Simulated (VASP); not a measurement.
# BP (pbesol) (F-43m) in VASP: notebook

Runs on BP (pbesol). Level: PBEsol. Tasks: single point.

All numbers are computed with VASP 6.6.1; they aren't measurements. Logs are shortened: lines on timing, memory, paths and dates and some standing lists are left out, and cuts for length are marked.

## Step 1: The cell of the first run

It takes space group F-43m (No. 216, cubic). Conventional cell: a = 4.565 Å, b = 4.565 Å, c = 4.565 Å, α = 90.00°, β = 90.00°, γ = 90.00°. B (site symmetry -43m) has 4 P at 1.98 Å within 2.6 Å. Within 2.6 Å of P (site symmetry -43m) lie 4 B at 1.98 Å.

## Step 2: Single point, PBEsol (volume scaled by 1.03)

File INCAR:

```
PREC = Accurate
ENCUT = 500
EDIFF = 1E-6
ISMEAR = 0
SIGMA = 0.02
LREAL = F
LASPH = T
NELM = 120
ALGO = Normal
ISIF = 2
LWAVE = F
LCHARG = F
GGA = PS
NBANDS = 11
GGA_COMPAT = F
```

File KPOINTS:

```
regular mesh
0
Gamma
  10 10 10
```

File POSCAR:

```
BP
1.0
    0.0000000000      2.2824648627      2.2824648627
    2.2824648627      0.0000000000      2.2824648627
    2.2824648627      2.2824648627      0.0000000000
B P
1 1
Direct
    0.0000000000      0.0000000000      0.0000000000
    0.2500000000      0.2500000000      0.2500000000
```

Potentials or basis: VASP PAW PBE potentials, release 64 (B, P).

Launch:

```bash
cat potpaw_PBE.64/B/POTCAR potpaw_PBE.64/P/POTCAR > POTCAR
mpirun -np 1 vasp_std > vasp.out
```

OUTCAR:

```text
PREC = Accurate
   ENCUT = 500
   EDIFF = 1E-6
   ISMEAR = 0
   LREAL = F
   LASPH = T
   NELM = 120
   ISIF = 2
   GGA = PS

 ion  position               nearest neighbor table
   1  0.000  0.000  0.000-   2 1.98   2 1.98   2 1.98   2 1.98
   2  0.250  0.250  0.250-   1 1.98   1 1.98   1 1.98   1 1.98

  LATTYP: Found a face centered cubic cell.
 ALAT       =     4.5649297254

  Lattice vectors:

 A1 = (   0.0000000000,   2.2824648627,   2.2824648627)
 A2 = (   2.2824648627,   0.0000000000,   2.2824648627)
 A3 = (   2.2824648627,   2.2824648627,   0.0000000000)

Analysis of symmetry for initial positions (statically):
=====================================================================
 Subroutine PRICEL returns:
 Original cell was already a primitive cell.

 Routine SETGRP: Setting up the symmetry group for a
 face centered cubic supercell.

 Subroutine GETGRP returns: Found 24 space group operations
 (whereof 24 operations were pure point group operations)
 out of a pool of 48 trial point group operations.

The static configuration has the point symmetry T_d .

Analysis of symmetry for dynamics (positions and initial velocities):
=====================================================================
 Subroutine PRICEL returns:
 Original cell was already a primitive cell.

 Routine SETGRP: Setting up the symmetry group for a
 face centered cubic supercell.

 Subroutine GETGRP returns: Found 24 space group operations
 (whereof 24 operations were pure point group operations)
 out of a pool of 48 trial point group operations.

The dynamic configuration has the point symmetry T_d .

 Subroutine INISYM returns: Found 24 space group operations
 (whereof 24 operations are pure point group operations),
 and found     1 'primitive' translations

----------------------------------------------------------------------------------------

                                     Primitive cell

  volume of cell :      23.7817

  direct lattice vectors                    reciprocal lattice vectors
     0.000000000  2.282464863  2.282464863    -0.219061423  0.219061423  0.219061423
     2.282464863  0.000000000  2.282464863     0.219061423 -0.219061423  0.219061423
     2.282464863  2.282464863  0.000000000     0.219061423  0.219061423 -0.219061423

  length of vectors
     3.227892764  3.227892764  3.227892764     0.379425514  0.379425514  0.379425514

  position of ions in fractional coordinates (direct lattice)
     0.000000000  0.000000000  0.000000000
     0.250000000  0.250000000  0.250000000

  ion indices of the primitive-cell ions
   primitive index   ion index
                 1           1
                 2           2

----------------------------------------------------------------------------------------

 KPOINTS: regular mesh

Automatic generation of k-mesh.
 Grid dimensions read from file:
 generate k-points for:   10   10   10

 Generating k-lattice:

  Cartesian coordinates                     Fractional coordinates (reciprocal lattice)
    -0.021906142  0.021906142  0.021906142     0.100000000  0.000000000  0.000000000
     0.021906142 -0.021906142  0.021906142     0.000000000  0.100000000  0.000000000
     0.021906142  0.021906142 -0.021906142     0.000000000  0.000000000  0.100000000

  Length of vectors
     0.037942551  0.037942551  0.037942551

  Shift w.r.t. Gamma in fractional coordinates (k-lattice)
     0.000000000  0.000000000  0.000000000

 Subroutine IBZKPT returns following result:
 ===========================================

 Found     47 irreducible k-points:

 Following reciprocal coordinates:
            Coordinates               Weight
  0.000000  0.000000  0.000000      1.000000
  0.100000  0.000000  0.000000      8.000000
  0.200000  0.000000  0.000000      8.000000
  0.300000  0.000000  0.000000      8.000000
  0.400000  0.000000  0.000000      8.000000
  0.500000  0.000000  0.000000      4.000000
[... 16 lines left out ...]
  0.300000  0.300000  0.000000      6.000000
  0.400000  0.300000  0.000000     24.000000
 [... further k-points ...]
   k-points           NKPTS =     47   k-points in BZ     NKDIM =     47   number of bands    NBANDS=     11
   number of dos      NEDOS =    301   number of ions     NIONS =      2
   total plane-waves  NPLWV =  13824
   dimension x,y,z NGX =    24 NGY =   24 NGZ =   24
   dimension x,y,z NGXF=    48 NGYF=   48 NGZF=   48
   ions per type =               1   1
   NGX,Y,Z   is equivalent  to a cutoff of  12.36, 12.36, 12.36 a.u.
   NGXF,Y,Z  is equivalent  to a cutoff of  24.72, 24.72, 24.72 a.u.
 SYSTEM =  unknown system
   PREC   = accura    normal or accurate (medium, high low for compatibility)
   ISTART =      0    job   : 0-new  1-cont  2-samecut
   ICHARG =      2    charge: 1-file 2-atom 10-const
   ISPIN  =      1    spin polarized calculation?
   LNONCOLLINEAR =      F non collinear calculations
   LSORBIT =      F    spin-orbit coupling
   LASPH  =      T    aspherical Exc in radial PAW
   ENCUT  =  500.0 eV  36.75 Ry    6.06 a.u.   5.89  5.89  5.89*2*pi/ulx,y,z
   NELM   =    120;   NELMIN=  2; NELMDL= -5     # of ELM steps
   EDIFF  = 0.1E-05   stopping-criterion for ELM
   LREAL  =      F    real-space projection
   EDIFFG = 0.1E-04   stopping-criterion for IOM
   NSW    =      0    number of steps for IOM
   IBRION =     -1    ionic relax: 0-MD 1-quasi-New 2-CG
   NFREE  =      0    steps in history (QN), initial steepest desc. (CG)
   ISIF   =      2    stress and relaxation
   ISYM   =      2    0-nonsym 1-usesym 2-fastsym
   POTIM  = 0.5000    time-step for ionic-motion
   TEBEG  =    0.0;   TEEND  =   0.0 temperature during run
   PSTRESS=    0.0 pullay stress
   NELECT =       8.0000    total number of electrons
   NUPDOWN=      -1.0000    fix difference up-down
   EMIN   =  10.00;   EMAX   =-10.00  energy-range for DOS
   EFERMI =   0.00;   METHOD = LEGACY
   ISMEAR =     0;   SIGMA  =   0.02  broadening in eV -4-tet -1-fermi 0-gaus
   EFERMI_NEDOS =   21; number of points for ismear=-14 and -15
   IALGO  =     38    algorithm
   IMIX   =      4    mixing-type and parameters
     AMIX     =   0.40;   BMIX     =  1.00
     AMIX_MAG =   1.60;   BMIX_MAG =  1.00
  volume/ion in A,a.u.               =      11.89        80.24
  Fermi-wavevector in a.u.,A,eV,Ry     =   1.138564  2.151574 17.637609  1.296328
  Thomas-Fermi vector in A             =   2.275268
   LORBIT       =      0    0 simple, 1 ext, 2 COOP (PROOUT), +10 PAW based schemes
   GGA     = PS    functional components
   LHFCALC =     F    Hartree Fock is set to
   AEXX    =    0.0000 exact exchange contribution
   IVDW    =     0    specifies the selected vdW correction
   LEPSILON=     F    determine dielectric tensor
   LRPA    =     F    only Hartree local field effects (RPA)
 non-spin polarized calculation
 Gauss-broadening in eV      SIGMA  =   0.02
  energy-cutoff  :      500.00
  volume of cell :       23.78
 maximum number of plane-waves:       620
   NGX = 11   NGY = 11   NGZ = 11

 number of electron       7.9999999 magnetization

 Free energy of the ion-electron system (eV)
  ---------------------------------------------------
  ext. energy  EPLUGINS =         0.00000000
  ---------------------------------------------------
  free energy    TOTEN  =       -13.66356406 eV

  energy without entropy =      -13.66356406  energy(sigma->0) =      -13.66356406

 E-fermi :   7.3396     XC(G=0): -10.9712

 val. band max:        7.1968053860   @ k =   0.0000   0.0000   0.0000
 cond. band min:       8.3506825455   @ k =   0.4000   0.4000   0.0000
 fundamental gap:      1.1538771594
 Fermi energy:         7.3396409636

 k-point     1 :       0.0000    0.0000    0.0000
  band No.  band energies     occupation
      1      -8.1436      2.00000
      2       7.1968      2.00000
      3       7.1968      2.00000
      4       7.1968      2.00000
      5      10.5281      0.00000
      6      10.5281      0.00000
      7      10.5281      0.00000
      8      14.2727      0.00000
      9      18.3196      0.00000
     10      19.2670      0.00000
     11      19.2670      0.00000

 k-point     2 :       0.1000    0.0000    0.0000
  band No.  band energies     occupation
      1      -7.9654      2.00000
      2       5.8952      2.00000
      3       6.9030      2.00000
      4       6.9030      2.00000
      5      10.9336      0.00000
      6      10.9336      0.00000
      7      10.9453      0.00000
      8      14.8103      0.00000
      9      18.5590      0.00000
     10      18.5590      0.00000
     11      18.8884      0.00000

 k-point     3 :       0.2000    0.0000    0.0000
  band No.  band energies     occupation
      1      -7.4379      2.00000
      2       3.5660      2.00000
      3       6.3475      2.00000
      4       6.3475      2.00000
      5      11.1058      0.00000
      6      11.6473      0.00000
      7      11.6473      0.00000
      8      16.0079      0.00000
      9      17.9442      0.00000
     10      17.9442      0.00000
     11      19.7622      0.00000

 k-point     4 :       0.3000    0.0000    0.0000
  band No.  band energies     occupation
      1      -6.5908      2.00000
      2       1.2254      2.00000
      3       5.8626      2.00000
      4       5.8626      2.00000
      5      10.9929      0.00000
      6      11.9753      0.00000
      7      11.9753      0.00000
      8      16.9298      0.00000
      9      18.5047      0.00000
     10      18.5047      0.00000
     11      20.0291      0.00000

 k-point     5 :       0.4000    0.0000    0.0000
  band No.  band energies     occupation
      1      -5.5366      2.00000
      2      -0.7751      2.00000
      3       5.5555      2.00000
      4       5.5555      2.00000
      5      10.8705      0.00000
      6      11.9089      0.00000
      7      11.9089      0.00000
      8      17.1077      0.00000
      9      20.1737      0.00000
     10      20.1737      0.00000
     11      20.9257      0.00000
[... 211 lines left out ...]
 k-point    21 :      -0.3000    0.2000    0.0000
  band No.  band energies     occupation
      1      -5.3159      2.00000
      2       0.2569      2.00000
      3       2.5618      2.00000
      4       5.2909      2.00000
      5      10.9862      0.00000
      6      13.2362      0.00000
      7      13.9592      0.00000
      8      16.3251      0.00000
      9      17.4696      0.00000
     10      19.6410      0.00000
     11      23.8447      0.00000

 k-point    22 :      -0.2000    0.2000    0.0000
  band No.  band energies     occupation
      1      -6.3027      2.00000
      2       1.9719      2.00000
      3       3.0470      2.00000
      4       5.9611      2.00000
      5      11.5649      0.00000
      6      12.4261      0.00000
      7      13.4513      0.00000
      8      15.3221      0.00000
      9      16.6021      0.00000
     10      20.5604      0.00000
     11      22.6633      0.00000

 k-point    23 :       0.3000    0.3000    0.0000
  band No.  band energies     occupation
      1      -6.0537      2.00000
      2       2.3827      2.00000
      3       4.0004      2.00000
      4       4.0004      2.00000
      5       8.6365      0.00000
      6      10.9800      0.00000
      7      15.9247      0.00000
      8      15.9247      0.00000
      9      19.9774      0.00000
     10      21.5013      0.00000
     11      23.3122      0.00000

 k-point    24 :       0.4000    0.3000    0.0000
  band No.  band energies     occupation
      1      -5.2392      2.00000
      2       1.0706      2.00000
      3       3.1736      2.00000
      4       3.7086      2.00000
      5       8.9213      0.00000
      6      10.6977      0.00000
      7      16.5151      0.00000
      8      16.5417      0.00000
      9      20.9236      0.00000
     10      22.3566      0.00000
     11      23.8599      0.00000

 [... further k-points ...]

------------------------ aborting loop because EDIFF is reached ----------------------------------------

  FORCE on cell =-STRESS in cart. coord.  units (eV):
  Direction    XX          YY          ZZ          XY          YZ          ZX
  --------------------------------------------------------------------------------------
  -------------------------------------------------------------------------------------
  Total       -0.6873705     -0.6873705     -0.6873705     -0.0000000      0.0000000     -0.0000000
  in kB      -46.3083377    -46.3083377    -46.3083377     -0.0000000      0.0000000     -0.0000000
  external PRESSURE =     -46.3083377 kB  Pullay stress =       0.0000000 kB

 VOLUME and BASIS-vectors are now :
 -----------------------------------------------------------------------------
  energy-cutoff  :      500.00
  volume of cell :       23.78
      direct lattice vectors                 reciprocal lattice vectors
     0.000000000  2.282464863  2.282464863    -0.219061423  0.219061423  0.219061423
     2.282464863  0.000000000  2.282464863     0.219061423 -0.219061423  0.219061423
     2.282464863  2.282464863  0.000000000     0.219061423  0.219061423 -0.219061423

 POSITION                                       TOTAL-FORCE (eV/Angst)
 -----------------------------------------------------------------------------------
      0.00000      0.00000      0.00000         0.000000      0.000000      0.000000
      1.14123      1.14123      1.14123        -0.000000     -0.000000     -0.000000
 -----------------------------------------------------------------------------------
    total drift:                                0.000000      0.000000      0.000000

  FREE ENERGIE OF THE ION-ELECTRON SYSTEM (eV)
  ---------------------------------------------------
  free  energy   TOTEN  =       -13.6635640647 eV

  energy  without entropy=      -13.6635640647  energy(sigma->0) =      -13.66356406
```

Wall time 6.3 s (1 thread of Intel Xeon 6975P-C, shared host); peak memory 0.13 GiB.

Results:

| Property | Result |
| --- | --- |
| Free energy | -13.6636 eV |
| Pressure | -4.6 GPa |
| Band gap on the k mesh | 1.15 eV, indirect (least direct gap 3.33 eV) |

Caveat: the PAW data sets were made with another functional, which shifts forces and pressure a little.

## Step 3: Single point, PBEsol (volume scaled by 1.02)

File INCAR:

```
SYSTEM = BP
  PREC = Accurate
  ENCUT = 500
  EDIFF = 1E-6
  ISMEAR = 0
  SIGMA = 0.01
  LREAL = .False.
  LASPH = .True.
  NELM = 120
  ALGO = Normal
  ISIF = 2
  LWAVE = .False.
  LCHARG = .False.
  GGA = PS
  NBANDS = 11
  GGA_COMPAT = .False.
```

File KPOINTS:

```
regular mesh
0
Gamma
  10 10 10
  0 0 0
```

File POSCAR:

```
BP
1.0
    0.0000000000      2.2750542645      2.2750542645
    2.2750542645      0.0000000000      2.2750542645
    2.2750542645      2.2750542645      0.0000000000
B P
1 1
Direct
    0.0000000000      0.0000000000      0.0000000000
    0.2500000000      0.2500000000      0.2500000000
```

Potentials or basis: VASP PAW PBE potentials, release 64 (B, P).

Launch:

```bash
cat potpaw_PBE.64/B/POTCAR potpaw_PBE.64/P/POTCAR > POTCAR
mpirun -np 1 vasp_std > vasp.out
```

Wall time 5.7 s (1 thread of Intel Xeon 6975P-C, shared host); peak memory 0.14 GiB.

Results (log left out):

- Free energy: -13.6691 eV
- Pressure: -3.1 GPa
- Band gap on the k mesh: 1.14 eV, indirect (least direct gap 3.35 eV)

Levels at points of the mesh, in eV from the valence-band top:
```csv
k point,band 1,band 2,band 3,band 4,band 5,band 6,band 7,band 8
"(0.00, 0.00, 0.00)",-15.43,0.00,0.00,0.00,3.35,3.35,3.35,7.22
"(0.50, 0.00, 0.00)",-12.11,-9.04,-1.76,-1.76,3.69,4.64,4.64,9.90
"(0.50, 0.50, 0.00)",-10.59,-8.56,-4.12,-4.12,1.24,1.52,12.02,12.02
```

Caveat: the PAW data sets were made with another functional, which shifts forces and pressure a little. A k mesh can miss the band edges.
